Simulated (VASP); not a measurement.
Al:

```
CELL_PARAMETERS angstrom
0.00000 1.99153 1.95209
1.99153 0.00000 1.95209
1.99153 1.99153 0.00000
ATOMIC_POSITIONS crystal
Al 0.00000 0.00000 0.00000
```

* Program: VASP 6.6.1
* Task: relaxation of cell and atoms
* Functional: PBE
* Potentials or basis: VASP PAW PBE potentials, release 64 (Al)
* Cutoff: 500 eV
* k mesh: 10 × 10 × 10
* Occupations: fermi-dirac, width 0.1 eV
* Spin: no spin polarisation

At the start: pressure 5.5 GPa; volume 15.48 Å³/atom.

Q: Where does the relaxation end?

A: Over 9 steps the energy falls by 22.3 meV/atom and the volume is 16.56 Å³/atom (+6.9 %); space group I4/mmm (No. 139, to 0.1 Å) before and after.

The path:
```csv
step,energy change (eV),largest force (eV/Å),pressure (GPa),volume (Å³)
1,0.0000,0.0000,5.53,15.48
2,-0.0169,0.0000,-0.88,16.71
3,-0.0174,0.0000,-0.11,16.54
4,-0.0194,0.0000,-0.15,16.56
5,-0.0220,0.0000,-0.21,16.60
6,-0.0182,0.0000,-0.22,16.66
7,-0.0223,0.0000,-0.25,16.61
8,-0.0223,0.0000,0.16,16.53
9,-0.0223,0.0000,0.00,16.56
```

Final structure:
```cif
data_structure
_symmetry_space_group_name_H-M 'P 1'
_symmetry_Int_Tables_number 1
_cell_length_a 2.8329
_cell_length_b 2.8329
_cell_length_c 2.9244
_cell_angle_alpha 58.926
_cell_angle_beta 58.926
_cell_angle_gamma 62.147
_cell_volume 16.56
loop_
_atom_site_label
_atom_site_type_symbol
_atom_site_fract_x
_atom_site_fract_y
_atom_site_fract_z
_atom_site_occupancy
Al1 Al 0.00000 0.00000 0.00000 1
```
